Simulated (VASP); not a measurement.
Runs of VASP 6.6.1 on SiC (l). The structure is that of space group F-43m (No. 216), or close to it. The cells are those of the table. 

```tsv
task	cell	k mesh	smearing	gap on the mesh (eV)	pressure (GPa)
relaxation of cell and atoms	relaxed from a = 3.079 Å, angles 60.0°, 2 atoms	10 × 10 × 10	gaussian 0.02 eV	1.29	0.0
single point	a = 3.061 Å, angles 60.0°, 2 atoms	10 × 10 × 10	gaussian 0.02 eV	1.29	0.3
single point	a = 3.079 Å, angles 60.0°, 2 atoms	8 × 8 × 8	gaussian 0.1 eV	(a)	-3.6
single point	a = 3.061 Å, angles 60.0°, 2 atoms	12 × 12 × 12	gaussian 0.02 eV	1.29	0.3
```

Alike in all rows: level LDA; potentials or basis VASP PAW LDA potentials, release 64 (Si, C); no spin polarisation; cutoff (eV) 600.

Problem. Fill in the values left out.

Solution. (a) 1.30.

A k mesh can miss the band edges.
